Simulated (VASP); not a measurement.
The system is BP.

```
CELL_PARAMETERS angstrom
0.00000 2.23833 2.23833
2.23833 0.00000 2.23833
2.23833 2.23833 0.00000
ATOMIC_POSITIONS crystal
P 0.75000 0.75000 0.75000
B 0.00000 0.00000 0.00000
```

Base run:

```yaml
Program: VASP 6.6.1
Functional: PBEsol
Potentials_or_basis: VASP PAW PBE potentials, release 64 (P, B)
Cutoff: 520 eV
k_mesh: 10 × 10 × 10
Occupations: fermi-dirac, width 0.05 eV
Spin: no spin polarisation
```

Its results: band gap on the k mesh 1.08 eV, indirect (least direct gap 3.42 eV); pressure 5.3 GPa.

**Question.** The run is repeated on the same cell with these changes: functional from PBEsol to PBEsol-based global hybrid; k mesh from 10 × 10 × 10 to 5 × 5 × 5. What comes out?

**Answer.** Band gap on the k mesh 2.60 eV, indirect (least direct gap 5.12 eV); pressure 3.5 GPa.

Several settings changed at once, so the effect can't be laid on one alone.

Caveats: some runs use coarse meshes; the PAW data sets were made with another functional, which shifts forces and pressure a little.

A k mesh can miss the band edges.
